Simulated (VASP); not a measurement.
Write the native input for VASP 6.6.1 that does the following.

* Task: single point
* Functional: PBE
* Dispersion: D3(BJ)
* Potentials or basis: VASP PAW PBE potentials, release 64 (Ga_d, Se)
* Cutoff: 500 eV
* k mesh: 9 × 9 × 2
* Occupations: gaussian, width 0.02 eV
* Spin: no spin polarisation
* Dipole correction: no
* Further INCAR settings: ALGO = Normal; EDIFF = 1e-06; NBANDS = 48

The structure of GaSe lies in POSCAR:

```
GaSe
1.0
    3.7694983809      0.0000000000      0.0000000000
   -1.8847491905      3.2644813574      0.0000000000
    0.0000000000      0.0000000000     15.9651750239
Ga Se
4 4
Direct
    0.3333333333      0.6666666667      0.1734826700
    0.6666666667      0.3333333333      0.6734826700
    0.3333333333      0.6666666667      0.3265173300
    0.6666666667      0.3333333333      0.8265173300
    0.3333333333      0.6666666667      0.5996966666
    0.6666666667      0.3333333333      0.0996966666
    0.3333333333      0.6666666667      0.9003033334
    0.6666666667      0.3333333333      0.4003033334
```

The input as run:

INCAR

```
PREC = Accurate
ENCUT = 500
EDIFF = 1E-6
ISMEAR = 0
SIGMA = 0.02
LREAL = False
LASPH = True
NELM = 120
ALGO = Normal
ISIF = 2
LWAVE = False
LCHARG = True
GGA = PE
IVDW = 12
LELF = True
LVHAR = True
NBANDS = 48
GGA_COMPAT = False
```

KPOINTS

```
regular mesh
0
Gamma
  9 9 2
```

Potentials or basis: VASP PAW PBE potentials, release 64 (Ga_d, Se).

The run is started by

```bash
$ cat potpaw_PBE.64/Ga_d/POTCAR potpaw_PBE.64/Se/POTCAR > POTCAR
$ mpirun -np 1 vasp_std > vasp.out
```

Results of the run:

```
Pressure                   : 0.2 GPa
Largest force              : 0.029 eV/Å
Band gap on the k mesh     : 0.85 eV
Dispersion energy per atom : -0.290 eV
```

It took 120 s on 1 thread of Intel(R) Xeon(R) 6975P-C (Granite Rapids), on a shared host, peak memory 0.39 GiB.
